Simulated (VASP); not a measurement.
# BaTiO3: single point with PBEsol

Crystal: BaTiO3.

```
CELL_PARAMETERS angstrom
2.70293 1.56053 2.20683
-2.70293 1.56053 2.20683
0.00000 -3.12107 2.20683
ATOMIC_POSITIONS crystal
Ba 0.00380 0.00380 0.00380
Ti 0.50374 0.50374 0.50374
O 0.50389 0.50389 0.00388
O 0.00388 0.50389 0.50389
O 0.50389 0.00388 0.50389
```

```json
{"Program": "VASP 6.6.1", "Task": "single point", "Functional": "PBEsol", "Potentials or basis": "VASP PAW PBE potentials, release 64 (Ba_sv, Ti_sv, O)", "Cutoff": "520 eV", "k mesh": "9 × 9 × 9", "Occupations": "gaussian, width 0.02 eV", "Spin": "no spin polarisation"}
```

```yaml
Pressure: 29.4 GPa
Band_gap_on_the_k_mesh: 1.92 eV
```

Forces on the atoms (eV/Å):
```
Ba   0.000  0.000  0.001
Ti   0.000  0.000  0.002
O    0.000  0.001 -0.001
O   -0.001  0.000 -0.001
O    0.001  0.000 -0.001
```

Levels at points of the mesh, in eV from the valence-band top:
```tsv
k point	band 16	band 17	band 18	band 19	band 20	band 21	band 22	band 23	band 24	band 25
(0.00, 0.00, 0.00)	-1.38	-1.38	0.00	0.00	0.00	1.92	1.92	1.92	4.79	4.79
```

Run time: 110 s on 1 thread of Intel(R) Xeon(R) Platinum 8259CL CPU @ 2.50GHz (Skylake/Cascade Lake) (shared host), peak memory 0.25 GiB.

Caveat: the cell stands under pressure; the PAW data sets were made with another functional, which shifts forces and pressure a little; spin-orbit coupling is left out, which moves the levels of the heavy elements; an odd mesh through Γ misses points on the zone boundary, where band edges can lie.
